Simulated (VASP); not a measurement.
Wanted: the native input for a VASP 6.6.1 run.

```yaml
Task: single point
Functional: PBE
Potentials_or_basis: VASP PAW PBE potentials, release 64 (B, N)
Cutoff: 600 eV
k_mesh: 6 × 6 × 6
Occupations: fermi-dirac, width 0.02 eV
Spin: no spin polarisation
Dipole_correction: no
Further_INCAR_settings: ALGO = Normal; EDIFF = 1e-06; NBANDS = 11
```

The structure of BN lies in POSCAR:

```
BN
1.0
    2.3148041859      0.0000000000      0.0000000000
    0.0000000000      2.3148041859      0.0000000000
    0.0000000000      0.0000000000      2.3148041859
B N
1 1
Direct
    0.0000000000      0.0000000000      0.0000000000
    0.5000000000      0.5000000000      0.5000000000
```

The input as run:

INCAR

```
SYSTEM = BN
  PREC = Accurate
  ENCUT = 600
  EDIFF = 1E-6
  ISMEAR = -1
  SIGMA = 0.02
  LREAL = .FALSE.
  LASPH = .TRUE.
  NELM = 120
  ALGO = Normal
  ISIF = 2
  LWAVE = .FALSE.
  LCHARG = .FALSE.
  GGA = PE
  NBANDS = 11
  GGA_COMPAT = .FALSE.
```

KPOINTS

```
regular mesh
0
G
  6 6 6
  0 0 0
```

Potentials or basis: VASP PAW PBE potentials, release 64 (B, N).

Run with:

```sh
$ cat potpaw_PBE.64/B/POTCAR potpaw_PBE.64/N/POTCAR > POTCAR
$ mpirun -np 1 vasp_std > vasp.out
```

It gave:

```json
{
 "Pressure": "0.0 GPa",
 "Band gap on the k mesh": "zero (band 4 reaches 9.89 eV, above the bottom of band 5 at 6.92 eV)"
}
```

Caveat: the k points lie up to 0.45 Å⁻¹ apart.

It took 3 s on 1 thread of AMD EPYC 7R43 64-Core Processor (Zen 3), on a shared host, peak memory 0.08 GiB.
